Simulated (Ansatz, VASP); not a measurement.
## Pd: VASP beside Ansatz

The input INCAR:

```
SYSTEM = Pd
PREC     = Accurate       ! precision mode
ENCUT    = 520            ! plane-wave cutoff, eV
EDIFF    = 1E-6           ! SCF threshold, eV
ISMEAR   = -1             ! smearing method
SIGMA    = 0.05           ! smearing width, eV
LREAL    = .False.        ! projectors in reciprocal space
LASPH    = .True.         ! aspherical terms in the spheres
NELM     = 150            ! most SCF steps
ALGO     = Normal         ! electronic algorithm
ISIF     = 2              ! what is computed and relaxed
LWAVE    = .False.        ! write WAVECAR
LCHARG   = .False.        ! write CHGCAR
LNONCOLLINEAR= .True.         ! non-collinear magnetism
MAGMOM   = 0 0 0.5        ! initial moments
LORBIT   = 11             ! projections on sites
LSORBIT  = .True.         ! spin-orbit coupling
GGA_COMPAT= .False.      
LORBMOM  = .True.       
LMAXMIX  = 4              ! l up to which the mixer works
GGA      = PE             ! functional
NBANDS   = 21             ! bands
```

Contents of KPOINTS:

```
regular mesh
0
Gamma
  14 14 14
  0 0 0
```

POSCAR

```
Pd
1.0
   -1.5693789834      1.5693789834      1.5693789834
    1.5693789834     -1.5693789834      1.5693789834
    1.5693789834      1.5693789834     -1.5693789834
Pd
1
Direct
    0.0000000000      0.0000000000      0.0000000000
```

Input for Ansatz:

```yaml
crystal:
  lattice:
    - [-1.5693789834, 1.5693789834, 1.5693789834]
    - [1.5693789834, -1.5693789834, 1.5693789834]
    - [1.5693789834, 1.5693789834, -1.5693789834]
  atoms:
    - { symbol: Pd, position: [0.0, 0.0, 0.0], spin: 0.5, spin_axis: [0, 0, 1] }
hamiltonian:
  xc: pbe
  pseudopotentials:
    kind: paw_fr
    azcp:
      Pd: "pseudopotentials/Pd.paw.azcp"
basis:
  ecutwfc: 420
  fft_grid_basis: typed
kpoints:
  mp_grid: { grid: [14, 14, 14], shift: [0, 0, 0] }
magnetization:
  noncollinear: true
  spin_orbit: true
scf:
  occupations: { method: fermi_dirac, width: 0.05 }
```

Alike in both runs: task single point; functional PBE; k mesh 14 × 14 × 14; occupations fermi-dirac, width 0.05 eV; non-collinear spin, spin-orbit coupling.

|  | VASP | Ansatz |
| --- | --- | --- |
| version | VASP 6.6.1 | Ansatz 0.2.0 |
| potentials or method | VASP PAW PBE potentials, release 64 (Pd), cutoff 520 eV | plane waves (420 eV) with PAW, fully relativistic with spin-orbit coupling |
| valence electrons in the cell | 10 | 18 |

|  | VASP | Ansatz | Ansatz less VASP |
| --- | --- | --- | --- |
| net moment per atom (μB) | 0.00 | 0.00 | 0.000 |

VASP's potentials hold 10 valence electrons a cell and Ansatz's 18, so a difference there can come from the potentials and not from the codes. Ansatz's warnings: seeded moment not kept.
